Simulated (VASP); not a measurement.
C, 1 atom in the cell. The structure is cubic, space group Pm-3m (No. 221). The conventional cell has a = 1.775 Å, b = 1.775 Å, c = 1.775 Å, α = 90.00°, β = 90.00°, γ = 90.00°. Within 2.4 Å of C (site symmetry m-3m) lie 6 C at 1.78 Å. 

```yaml
Program: VASP 6.6.1
Task: single point
Functional: PBE
Potentials_or_basis: VASP PAW PBE potentials, release 64 (C)
Cutoff: 520 eV
k_mesh: 22 × 22 × 22
Occupations: gaussian, width 0.02 eV
Spin: no spin polarisation
Dipole_correction: no
Further_INCAR_settings: ALGO = Normal; EDIFF = 1e-06; NBANDS = 8
```

Potentials or basis: VASP PAW PBE potentials, release 64 (C).

Launch:

```bash
$ cat potpaw_PBE.64/C/POTCAR > POTCAR
$ mpirun -np 1 vasp_std > vasp.out
```

Hardware: 1 thread of Intel Xeon 6975P-C, with other jobs on the host.

How long does it take, and how much memory?

Run time: 3 s on 1 thread of Intel Xeon 6975P-C, on a shared host, peak memory 0.11 GiB. Counts: scf iterations 10, k points 364.
